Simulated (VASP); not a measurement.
Input of a VASP 6.6.1 run:

Contents of INCAR:

```
SYSTEM = Si
  ALGO = Normal
  EDIFF = 1E-6
  ENCUT = 500
  GGA = PE
  GGA_COMPAT = .False.
  ISIF = 2
  ISMEAR = 0
  LASPH = .True.
  LCHARG = .False.
  LREAL = .False.
  LWAVE = .False.
  NBANDS = 11
  NELM = 120
  PREC = Accurate
  SIGMA = 0.01
```

File KPOINTS:

```
k-points
0
Gamma
  12 12 12
  0 0 0
```

POSCAR

```
Si
1.0
    0.0000000000      2.7507277814      2.7507277814
    2.7507277814      0.0000000000      2.7507277814
    2.7507277814      2.7507277814      0.0000000000
Si
2
Direct
    0.0000000000      0.0000000000      0.0000000000
    0.2500000000      0.2500000000      0.2500000000
```

Potentials or basis: VASP PAW PBE potentials, release 64 (Si).

The run is started by

```sh
$ cat potpaw_PBE.64/Si/POTCAR > POTCAR
$ mpirun -np 1 vasp_std > vasp.out
```

(1) Predict the band gap on the k mesh.

(2) Predict the pressure.

Results:

(1) 0.64 eV, indirect (least direct gap 2.55 eV).

(2) -1.5 GPa.
